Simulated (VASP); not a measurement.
A run of VASP 6.6.1:

INCAR

```
  PREC = Accurate
  ENCUT = 520
  EDIFF = 1E-7
  ISMEAR = 0
  SIGMA = 0.1
  LREAL = F
  LASPH = T
  NELM = 60
  ALGO = Normal
  ISIF = 2
  LWAVE = F
  LCHARG = F
  GGA = PE
  IVDW = 12
  NBANDS = 34
```

KPOINTS

```
regular mesh
0
Gamma
  3 3 1
```

POSCAR

```
Al12HO
1.0
    5.7275650000      0.0000000000      0.0000000000
    2.8637820000      4.9602170000      0.0000000000
    0.0000000000      0.0000000000     17.6765370000
Al O H
12 1 1
Direct
    0.1666667000      0.1666667000      0.0565722000
    0.6666667000      0.1666667000      0.0565722000
    0.1666667000      0.6666667000      0.0565722000
    0.6666667000      0.6666667000      0.0565722000
   -0.1559640658      0.3438819551      0.1879376236
    0.3459805153      0.3399749037      0.1877025196
   -0.1598731177      0.8458704375      0.1877419303
    0.3404792192      0.8402752551      0.1828142510
    0.0104176970     -0.0101223007      0.3181541244
    0.4801870115     -0.0200355457      0.3127053474
    0.0113902672      0.5111042394      0.3127006732
    0.4901457659      0.5101374722      0.3181350905
    0.7275193975      0.2267274189      0.3878656935
    0.7988303720      0.2980574768      0.4262187539
```

Potentials or basis: VASP PAW PBE potentials, release 64 (Al, O, H).

Launch:

```console
$ cat potpaw_PBE.64/Al/POTCAR potpaw_PBE.64/O/POTCAR potpaw_PBE.64/H/POTCAR > POTCAR
$ mpirun -np 1 vasp_std > vasp.out
```

Hardware: 1 thread of Intel(R) Xeon(R) Platinum 8488C (Sapphire Rapids), on a shared host.

Question: How long does it take, and how much memory?

Answer: It took 3.8 min on 1 thread of Intel(R) Xeon(R) Platinum 8488C (Sapphire Rapids) (shared host), peak memory 0.68 GiB. Counts: scf iterations 26, k points 5.
